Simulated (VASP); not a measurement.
# Na2AlHgCl6 (Fm-3m) in VASP: settings compared

Aim: see how the results for Na2AlHgCl6 move with the level of theory and the settings. Levels: PBEsol, PBE, r2SCAN. Tasks: single point.

All numbers are computed with VASP 6.6.1; they aren't measurements. Logs are shortened: lines on timing, memory, paths and dates and some standing lists are left out, and cuts for length are marked.

### 1 The cell of the first run

Symmetry: Fm-3m, No. 225, cubic system. Conventional cell: a = 10.282 Å, b = 10.282 Å, c = 10.282 Å, α = 90.00°, β = 90.00°, γ = 90.00°. Within 4.8 Å of Na (site symmetry -43m) lie 12 Cl at 3.64 Å and 4 Al at 4.45 Å and 4 Hg at 4.45 Å. Al (site symmetry m-3m) has 6 Cl at 2.33 Å within 3.1 Å. Hg (site symmetry m-3m) has 6 Cl at 2.82 Å within 3.7 Å. Cl (site symmetry 4mm) has 1 Al at 2.33 Å and 1 Hg at 2.82 Å within 3.1 Å.

### 2 Single point, PBEsol (strained)

Input file INCAR:

```
SYSTEM = Na2AlHgCl6
PREC = Accurate ; ENCUT = 520
EDIFF = 1E-7 ; ISMEAR = 0
SIGMA = 0.1 ; LREAL = .False.
LASPH = .True. ; NELM = 100
ALGO = Normal ; ISIF = 2
LWAVE = .False. ; LCHARG = .True.
GGA = PS ; LELF = .True.
LVHAR = .True. ; NBANDS = 46
```

Input file KPOINTS:

```
Automatic mesh
0
Gamma
  6 6 6
  0 0 0
```

Input file POSCAR:

```
Na2AlHgCl6
1.0
    0.0000000000      5.1407852364      5.1407852364
    5.1407852364      0.0000000000      5.1407852364
    5.1407852364      5.1407852364      0.0000000000
Na Al Hg Cl
2 1 1 6
Direct
    0.7500000000      0.7500000000      0.7500000000
    0.2500000000      0.2500000000      0.2500000000
    0.0000000000      0.0000000000      0.0000000000
    0.5000000000      0.5000000000      0.5000000000
    0.7737940000      0.2262060000      0.2262060000
    0.2262060000      0.2262060000      0.7737940000
    0.2262060000      0.7737940000      0.7737940000
    0.2262060000      0.7737940000      0.2262060000
    0.7737940000      0.2262060000      0.7737940000
    0.7737940000      0.7737940000      0.2262060000
```

Potentials or basis: VASP PAW PBE potentials, release 64 (Na_pv, Al, Hg, Cl).

On the command line:

```console
$ cat potpaw_PBE.64/Na_pv/POTCAR potpaw_PBE.64/Al/POTCAR potpaw_PBE.64/Hg/POTCAR potpaw_PBE.64/Cl/POTCAR > POTCAR
$ mpirun -np 1 vasp_std > vasp.out
```

OUTCAR:

```text
SYSTEM = Na2AlHgCl6
   PREC = Accurate
   ENCUT = 520
   EDIFF = 1E-7
   ISMEAR = 0
   LREAL = .False.
   LASPH = .True.
   NELM = 100
   ISIF = 2
   GGA = PS

 ion  position               nearest neighbor table
   1  0.750  0.750  0.750-
   2  0.250  0.250  0.250-
   3  0.000  0.000  0.000-   5 2.33   6 2.33   7 2.33   8 2.33   9 2.33  10 2.33
   4  0.500  0.500  0.500-   5 2.82   6 2.82   7 2.82   8 2.82   9 2.82  10 2.82
   5  0.774  0.226  0.226-   3 2.33   4 2.82
   6  0.226  0.226  0.774-   3 2.33   4 2.82
   7  0.226  0.774  0.774-   3 2.33   4 2.82
   8  0.226  0.774  0.226-   3 2.33   4 2.82
   9  0.774  0.226  0.774-   3 2.33   4 2.82
  10  0.774  0.774  0.226-   3 2.33   4 2.82

  LATTYP: Found a face centered cubic cell.
 ALAT       =    10.2815704728

  Lattice vectors:

 A1 = (   0.0000000000,   5.1407852364,   5.1407852364)
 A2 = (   5.1407852364,   0.0000000000,   5.1407852364)
 A3 = (   5.1407852364,   5.1407852364,   0.0000000000)

Analysis of symmetry for initial positions (statically):
=====================================================================
 Subroutine PRICEL returns:
 Original cell was already a primitive cell.

 Routine SETGRP: Setting up the symmetry group for a
 face centered cubic supercell.

 Subroutine GETGRP returns: Found 48 space group operations
 (whereof 48 operations were pure point group operations)
 out of a pool of 48 trial point group operations.

The static configuration has the point symmetry O_h .

Analysis of symmetry for dynamics (positions and initial velocities):
=====================================================================
 Subroutine PRICEL returns:
 Original cell was already a primitive cell.

 Routine SETGRP: Setting up the symmetry group for a
 face centered cubic supercell.

 Subroutine GETGRP returns: Found 48 space group operations
 (whereof 48 operations were pure point group operations)
 out of a pool of 48 trial point group operations.

The dynamic configuration has the point symmetry O_h .

 Subroutine INISYM returns: Found 48 space group operations
 (whereof 48 operations are pure point group operations),
 and found     1 'primitive' translations

----------------------------------------------------------------------------------------

                                     Primitive cell

  volume of cell :     271.7180

  direct lattice vectors                    reciprocal lattice vectors
     0.000000000  5.140785236  5.140785236    -0.097261406  0.097261406  0.097261406
     5.140785236  0.000000000  5.140785236     0.097261406 -0.097261406  0.097261406
     5.140785236  5.140785236  0.000000000     0.097261406  0.097261406 -0.097261406

  length of vectors
     7.270168203  7.270168203  7.270168203     0.168461697  0.168461697  0.168461697

  position of ions in fractional coordinates (direct lattice)
     0.750000000  0.750000000  0.750000000
     0.250000000  0.250000000  0.250000000
     0.000000000  0.000000000  0.000000000
     0.500000000  0.500000000  0.500000000
     0.773794000  0.226206000  0.226206000
     0.226206000  0.226206000  0.773794000
     0.226206000  0.773794000  0.773794000
     0.226206000  0.773794000  0.226206000
     0.773794000  0.226206000  0.773794000
     0.773794000  0.773794000  0.226206000

  ion indices of the primitive-cell ions
   primitive index   ion index
                 1           1
                 2           2
                 3           3
                 4           4
                 5           5
                 6           6
                 7           7
                 8           8
                 9           9
                10          10

----------------------------------------------------------------------------------------

 KPOINTS: Automatic mesh

Automatic generation of k-mesh.
 Grid dimensions read from file:
 generate k-points for:    6    6    6

 Generating k-lattice:

  Cartesian coordinates                     Fractional coordinates (reciprocal lattice)
    -0.016210234  0.016210234  0.016210234     0.166666667  0.000000000  0.000000000
     0.016210234 -0.016210234  0.016210234     0.000000000  0.166666667  0.000000000
     0.016210234  0.016210234 -0.016210234     0.000000000  0.000000000  0.166666667

  Length of vectors
     0.028076949  0.028076949  0.028076949

  Shift w.r.t. Gamma in fractional coordinates (k-lattice)
     0.000000000  0.000000000  0.000000000

 Subroutine IBZKPT returns following result:
 ===========================================

 Found     16 irreducible k-points:

 Following reciprocal coordinates:
            Coordinates               Weight
  0.000000  0.000000  0.000000      1.000000
  0.166667  0.000000  0.000000      8.000000
  0.333333  0.000000  0.000000      8.000000
  0.500000  0.000000  0.000000      4.000000
  0.166667  0.166667  0.000000      6.000000
  0.333333  0.166667  0.000000     24.000000
[... 8 lines left out ...]
 -0.333333  0.333333  0.166667     24.000000
 -0.333333  0.500000  0.166667     12.000000
   k-points           NKPTS =     16   k-points in BZ     NKDIM =     16   number of bands    NBANDS=     46
   number of dos      NEDOS =    301   number of ions     NIONS =     10
   total plane-waves  NPLWV = 157464
   dimension x,y,z NGX =    54 NGY =   54 NGZ =   54
   dimension x,y,z NGXF=   108 NGYF=  108 NGZF=  108
   ions per type =               2   1   1   6
   NGX,Y,Z   is equivalent  to a cutoff of  12.35, 12.35, 12.35 a.u.
   NGXF,Y,Z  is equivalent  to a cutoff of  24.70, 24.70, 24.70 a.u.
 SYSTEM =  Na2AlHgCl6
   PREC   = accura    normal or accurate (medium, high low for compatibility)
   ISTART =      0    job   : 0-new  1-cont  2-samecut
   ICHARG =      2    charge: 1-file 2-atom 10-const
   ISPIN  =      1    spin polarized calculation?
   LNONCOLLINEAR =      F non collinear calculations
   LSORBIT =      F    spin-orbit coupling
   LASPH  =      T    aspherical Exc in radial PAW
   ENCUT  =  520.0 eV  38.22 Ry    6.18 a.u.  13.52 13.52 13.52*2*pi/ulx,y,z
   NELM   =    100;   NELMIN=  2; NELMDL= -5     # of ELM steps
   EDIFF  = 0.1E-06   stopping-criterion for ELM
   LREAL  =      F    real-space projection
   EDIFFG = 0.1E-05   stopping-criterion for IOM
   NSW    =      0    number of steps for IOM
   IBRION =     -1    ionic relax: 0-MD 1-quasi-New 2-CG
   NFREE  =      0    steps in history (QN), initial steepest desc. (CG)
   ISIF   =      2    stress and relaxation
   ISYM   =      2    0-nonsym 1-usesym 2-fastsym
   POTIM  = 0.5000    time-step for ionic-motion
   TEBEG  =    0.0;   TEEND  =   0.0 temperature during run
   PSTRESS=    0.0 pullay stress
   NELECT =      71.0000    total number of electrons
   NUPDOWN=      -1.0000    fix difference up-down
   EMIN   =  10.00;   EMAX   =-10.00  energy-range for DOS
   EFERMI =   0.00;   METHOD = LEGACY
   ISMEAR =     0;   SIGMA  =   0.10  broadening in eV -4-tet -1-fermi 0-gaus
   EFERMI_NEDOS =   21; number of points for ismear=-14 and -15
   IALGO  =     38    algorithm
   IMIX   =      4    mixing-type and parameters
     AMIX     =   0.40;   BMIX     =  1.00
     AMIX_MAG =   1.60;   BMIX_MAG =  1.00
  volume/ion in A,a.u.               =      27.17       183.36
  Fermi-wavevector in a.u.,A,eV,Ry     =   1.046618  1.977821 14.903944  1.095409
  Thomas-Fermi vector in A             =   2.181464
   LORBIT       =      0    0 simple, 1 ext, 2 COOP (PROOUT), +10 PAW based schemes
   GGA     = PS    functional components
   LHFCALC =     F    Hartree Fock is set to
   AEXX    =    0.0000 exact exchange contribution
   IVDW    =     0    specifies the selected vdW correction
   LEPSILON=     F    determine dielectric tensor
   LRPA    =     F    only Hartree local field effects (RPA)
 non-spin polarized calculation
 Gauss-broadening in eV      SIGMA  =   0.10
  energy-cutoff  :      520.00
  volume of cell :      271.72
 maximum number of plane-waves:      7391
   NGX = 27   NGY = 27   NGZ = 27

 number of electron      71.0000000 magnetization

 Free energy of the ion-electron system (eV)
  ---------------------------------------------------
  ext. energy  EPLUGINS =         0.00000000
  ---------------------------------------------------
  free energy    TOTEN  =       -31.56154512 eV

  energy without entropy =      -31.54665409  energy(sigma->0) =      -31.55409961

 E-fermi :   1.6364     XC(G=0):  -7.9377

 val. band max:        1.5677557978   @ k =   0.3333   0.3333   0.0000
 cond. band min:       1.6536851573   @ k =   0.5000   0.1667   0.0000
 fundamental gap:      0.0859293594
 Fermi energy:         1.6364188054

 k-point     1 :       0.0000    0.0000    0.0000
  band No.  band energies     occupation
      1     -23.2054      2.00000
      2     -23.2054      2.00000
      3     -23.2054      2.00000
      4     -23.2052      2.00000
      5     -23.2052      2.00000
      6     -23.2052      2.00000
[... 38 lines left out ...]
     45       7.5865      0.00000
     46       7.6426      0.00000

 k-point     2 :       0.1667    0.0000    0.0000
  band No.  band energies     occupation
      1     -23.2054      2.00000
      2     -23.2054      2.00000
      3     -23.2054      2.00000
      4     -23.2052      2.00000
      5     -23.2052      2.00000
      6     -23.2052      2.00000
[... 38 lines left out ...]
     45       7.7019      0.00000
     46       7.7147      0.00000

 k-point     3 :       0.3333    0.0000    0.0000
  band No.  band energies     occupation
      1     -23.2054      2.00000
      2     -23.2054      2.00000
      3     -23.2054      2.00000
      4     -23.2052      2.00000
      5     -23.2052      2.00000
      6     -23.2052      2.00000
[... 626 lines left out ...]
     45       7.8324      0.00000
     46       8.0540      0.00000

 k-point    16 :      -0.3333    0.5000    0.1667
  band No.  band energies     occupation
      1     -23.2055      2.00000
      2     -23.2055      2.00000
      3     -23.2054      2.00000
      4     -23.2052      2.00000
      5     -23.2051      2.00000
      6     -23.2051      2.00000
[... 38 lines left out ...]
     45       7.7078      0.00000
     46       7.9715      0.00000

------------------------ aborting loop because EDIFF is reached ----------------------------------------

  FORCE on cell =-STRESS in cart. coord.  units (eV):
  Direction    XX          YY          ZZ          XY          YZ          ZX
  --------------------------------------------------------------------------------------
  -------------------------------------------------------------------------------------
  Total       -1.0895149     -1.0895149     -1.0895149      0.0000000      0.0000000      0.0000000
  in kB       -6.4242938     -6.4242938     -6.4242938      0.0000000      0.0000000      0.0000000
  external PRESSURE =      -6.4242938 kB  Pullay stress =       0.0000000 kB

 VOLUME and BASIS-vectors are now :
 -----------------------------------------------------------------------------
  energy-cutoff  :      520.00
  volume of cell :      271.72
      direct lattice vectors                 reciprocal lattice vectors
     0.000000000  5.140785236  5.140785236    -0.097261406  0.097261406  0.097261406
     5.140785236  0.000000000  5.140785236     0.097261406 -0.097261406  0.097261406
     5.140785236  5.140785236  0.000000000     0.097261406  0.097261406 -0.097261406

 POSITION                                       TOTAL-FORCE (eV/Angst)
 -----------------------------------------------------------------------------------
      7.71118      7.71118      7.71118         0.000000      0.000000      0.000000
      2.57039      2.57039      2.57039        -0.000000     -0.000000     -0.000000
      0.00000      0.00000      0.00000         0.000000      0.000000      0.000000
      5.14079      5.14079      5.14079         0.000000      0.000000      0.000000
      2.32575      5.14079      5.14079         0.105767      0.000000      0.000000
      5.14079      5.14079      2.32575         0.000000      0.000000      0.105767
      7.95582      5.14079      5.14079        -0.105767      0.000000      0.000000
      5.14079      2.32575      5.14079         0.000000      0.105767      0.000000
      5.14079      7.95582      5.14079         0.000000     -0.105767      0.000000
      5.14079      5.14079      7.95582         0.000000      0.000000     -0.105767
 -----------------------------------------------------------------------------------
    total drift:                                0.000000      0.000000      0.000000

  FREE ENERGIE OF THE ION-ELECTRON SYSTEM (eV)
  ---------------------------------------------------
  free  energy   TOTEN  =       -31.5615451212 eV

  energy  without entropy=      -31.5466540929  energy(sigma->0) =      -31.55409961
```

It took 2.9 min on 1 thread of Intel Xeon 6975P-C (Granite Rapids), shared host; peak memory 0.49 GiB.

What came out:

- Free energy: -31.5615 eV
- Pressure: -0.6 GPa
- Largest force: 0.106 eV/Å
- Band gap on the k mesh: zero (an odd number of electrons rules out a gap without spin polarisation)

Forces in eV/Å, atoms in the order of the input:
```
Na   0.000  0.000  0.000
Na   0.000  0.000  0.000
Al   0.000  0.000  0.000
Hg   0.000  0.000  0.000
Cl   0.106  0.000  0.000
Cl   0.000  0.000  0.106
Cl  -0.106  0.000  0.000
Cl   0.000  0.106  0.000
Cl   0.000 -0.106  0.000
Cl   0.000  0.000 -0.106
```

Levels at points of the mesh, in eV from the Fermi level:
| k point | band 32 | band 33 | band 34 | band 35 | band 36 | band 37 | band 38 | band 39 | band 40 | band 41 |
| --- | --- | --- | --- | --- | --- | --- | --- | --- | --- | --- |
| (0.00, 0.00, 0.00) | -2.56 | -2.07 | -2.07 | -2.07 | -1.64 | 1.93 | 2.85 | 3.95 | 3.95 | 3.95 |
| (0.50, 0.00, 0.00) | -2.45 | -2.33 | -2.33 | -2.26 | -0.12 | 2.65 | 3.16 | 3.36 | 5.20 | 5.26 |
| (0.50, 0.50, 0.00) | -2.56 | -2.46 | -2.46 | -2.07 | 0.42 | 3.55 | 3.86 | 4.21 | 4.68 | 4.68 |

Caveat: the cell differs from its parent crystal (strained); the PAW data sets were made with another functional, which shifts forces and pressure a little; spin-orbit coupling is left out, which moves the levels of the heavy elements; an odd number of electrons without spin polarisation forces a metal; a magnetic or distorted state may lie lower.

### 3 Single point, PBE (strained)

Input file INCAR:

```
SYSTEM = Na2AlHgCl6
ALGO = Normal
EDIFF = 1E-6
ENCUT = 520
GGA = PE
ISIF = 2
ISMEAR = 0
LASPH = .True.
LCHARG = .False.
LREAL = .False.
LWAVE = .False.
NBANDS = 46
NELM = 100
PREC = Accurate
SIGMA = 0.1
```

Input file KPOINTS:

```
k-points
0
Gamma
  6 6 6
  0 0 0
```

Input file POSCAR:

```
Na2AlHgCl6
1.0
    0.0000000000      5.2157517786      5.2157517786
    5.2157517786      0.0000000000      5.2157517786
    5.2157517786      5.2157517786      0.0000000000
Na Al Hg Cl
2 1 1 6
Direct
    0.7500000000      0.7500000000      0.7500000000
    0.2500000000      0.2500000000      0.2500000000
    0.0000000000      0.0000000000      0.0000000000
    0.5000000000      0.5000000000      0.5000000000
    0.7551308045      0.2448691955      0.2448691955
    0.2448691955      0.2448691955      0.7551308045
    0.2448691955      0.7551308045      0.7551308045
    0.2448691955      0.7551308045      0.2448691955
    0.7551308045      0.2448691955      0.7551308045
    0.7551308045      0.7551308045      0.2448691955
```

Potentials or basis: VASP PAW PBE potentials, release 64 (Na_pv, Al, Hg, Cl).

On the command line:

```console
$ cat potpaw_PBE.64/Na_pv/POTCAR potpaw_PBE.64/Al/POTCAR potpaw_PBE.64/Hg/POTCAR potpaw_PBE.64/Cl/POTCAR > POTCAR
$ mpirun -np 1 vasp_std > vasp.out
```

OUTCAR:

```text
SYSTEM = Na2AlHgCl6
   EDIFF = 1E-6
   ENCUT = 520
   GGA = PE
   ISIF = 2
   ISMEAR = 0
   LASPH = .True.
   LREAL = .False.
   NELM = 100
   PREC = Accurate

 ion  position               nearest neighbor table
   1  0.750  0.750  0.750-
   2  0.250  0.250  0.250-
   3  0.000  0.000  0.000-   5 2.55   6 2.55   7 2.55   8 2.55   9 2.55  10 2.55
   4  0.500  0.500  0.500-   5 2.66   6 2.66   7 2.66   8 2.66   9 2.66  10 2.66
   5  0.755  0.245  0.245-   3 2.55   4 2.66
[... 994 lines left out ...]
  in kB      -13.0731274    -13.0731274    -13.0731274     -0.0000000      0.0000000      0.0000000
  external PRESSURE =     -13.0731274 kB  Pullay stress =       0.0000000 kB

 VOLUME and BASIS-vectors are now :
 -----------------------------------------------------------------------------
  energy-cutoff  :      520.00
  volume of cell :      283.78
      direct lattice vectors                 reciprocal lattice vectors
     0.000000000  5.215751779  5.215751779    -0.095863458  0.095863458  0.095863458
     5.215751779  0.000000000  5.215751779     0.095863458 -0.095863458  0.095863458
     5.215751779  5.215751779  0.000000000     0.095863458  0.095863458 -0.095863458

 POSITION                                       TOTAL-FORCE (eV/Angst)
 -----------------------------------------------------------------------------------
      7.82363      7.82363      7.82363        -0.000000     -0.000000      0.000000
      2.60788      2.60788      2.60788        -0.000000     -0.000000      0.000000
      0.00000      0.00000      0.00000        -0.000000     -0.000000      0.000000
      5.21575      5.21575      5.21575        -0.000000     -0.000000      0.000000
      2.55435      5.21575      5.21575        -1.337583     -0.000000      0.000000
      5.21575      5.21575      2.55435        -0.000000     -0.000000     -1.337583
      7.87715      5.21575      5.21575         1.337583     -0.000000      0.000000
      5.21575      2.55435      5.21575        -0.000000     -1.337583      0.000000
      5.21575      7.87715      5.21575        -0.000000      1.337583      0.000000
      5.21575      5.21575      7.87715        -0.000000     -0.000000      1.337583
 -----------------------------------------------------------------------------------
    total drift:                               -0.000000     -0.000000      0.000000

  FREE ENERGIE OF THE ION-ELECTRON SYSTEM (eV)
  ---------------------------------------------------
  free  energy   TOTEN  =       -28.6754086747 eV

  energy  without entropy=      -28.6682738033  energy(sigma->0) =      -28.67184124
```

stdout:

```text
POSCAR found type information on POSCAR NaAlHgCl
 POSCAR found :  4 types and      10 ions
 scaLAPACK will be used
 LDA part: xc-table for (Slater+PW92), standard interpolation
 POSCAR, INCAR and KPOINTS ok, starting setup
 FFT: planning ... GRIDC
 FFT: planning ... GRID_SOFT
 FFT: planning ... GRID
 WAVECAR not read
 entering main loop
```

Wall time 2.7 min (1 thread of Intel Xeon 6975P-C (Granite Rapids), shared host); peak memory 0.54 GiB.

Results:

```yaml
Free_energy: -28.6754 eV
Pressure: -1.3 GPa
Largest_force: 1.338 eV/Å
Band_gap_on_the_k_mesh: zero (an odd number of electrons rules out a gap without spin polarisation)
```

Forces in eV/Å, atoms in the order of the input:
```
Na   0.000  0.000  0.000
Na   0.000  0.000  0.000
Al   0.000  0.000  0.000
Hg   0.000  0.000  0.000
Cl  -1.338  0.000  0.000
Cl   0.000  0.000 -1.338
Cl   1.338  0.000  0.000
Cl   0.000 -1.338  0.000
Cl   0.000  1.338  0.000
Cl   0.000  0.000  1.338
```

Levels at points of the mesh, in eV from the Fermi level:
```csv
k point,band 32,band 33,band 34,band 35,band 36,band 37,band 38,band 39,band 40,band 41
"(0.00, 0.00, 0.00)",-2.81,-2.81,-2.78,-2.78,-2.27,1.31,2.23,3.18,3.18,3.18
"(0.50, 0.00, 0.00)",-3.13,-3.08,-2.91,-2.91,0.09,0.60,2.57,2.63,4.52,4.68
"(0.50, 0.50, 0.00)",-3.31,-3.31,-2.82,-2.78,0.49,2.28,2.87,3.23,3.81,3.88
```

Caveat: the cell differs from its parent crystal (strained); spin-orbit coupling is left out, which moves the levels of the heavy elements; an odd number of electrons without spin polarisation forces a metal; a magnetic or distorted state may lie lower.

(Continued in part 2 of 2.)

The gap in the log of VASP goes by the Fermi energy; the results here count the filled bands.